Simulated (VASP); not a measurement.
Set up this calculation in VASP 6.6.1, as the native input.

```yaml
Task: single point
Functional: PBEsol
Potentials_or_basis: VASP PAW PBE potentials, release 64 (Sn_d, Bi_d)
Cutoff: 520 eV
k_mesh: 14 × 14 × 14
Occupations: gaussian, width 0.15 eV
Spin: no spin polarisation
Dipole_correction: no
Further_INCAR_settings: ALGO = Normal; EDIFF = 1e-06; NBANDS = 38
```

The structure of SnBi3 lies in POSCAR:

```
SnBi3
1.0
   -2.3284234494      2.3284234494      4.9162989170
    2.3284234494     -2.3284234494      4.9162989170
    2.3284234494      2.3284234494     -4.9162989170
Sn Bi
1 3
Direct
    0.0000000000      0.0000000000      0.0000000000
    0.5000000000      0.5000000000      0.0000000000
    0.2500000000      0.7500000000      0.5000000000
    0.7500000000      0.2500000000      0.5000000000
```

This cell differs from its parent crystal: strain -0.1000 x Voigt [0, 0, 1, 0, 0, 0].

The input as run:

INCAR

```
SYSTEM = SnBi3
ALGO = Normal
EDIFF = 1E-6
ENCUT = 520
GGA = PS
ISIF = 2
ISMEAR = 0
LASPH = .TRUE.
LCHARG = .TRUE.
LELF = .TRUE.
LREAL = .FALSE.
LVHAR = .TRUE.
LWAVE = .FALSE.
NBANDS = 38
NELM = 100
PREC = Accurate
SIGMA = 0.15
```

KPOINTS

```
k-points
0
G
  14 14 14
  0 0 0
```

Potentials or basis: VASP PAW PBE potentials, release 64 (Sn_d, Bi_d).

Run with:

```console
$ cat potpaw_PBE.64/Sn_d/POTCAR potpaw_PBE.64/Bi_d/POTCAR > POTCAR
$ mpirun -np 1 vasp_std > vasp.out
```

Results of the run:

| Quantity | Value |
| --- | --- |
| Pressure | 7.1 GPa |

Caveat: the cell differs from its parent crystal (strain -0.1000 x Voigt [0, 0, 1, 0, 0, 0]); the PAW data sets were made with another functional, which shifts forces and pressure a little.

Wall time 12 min on 1 thread of Intel(R) Xeon(R) Platinum 8375C CPU @ 2.90GHz (Ice Lake) (shared host), peak memory 0.91 GiB.
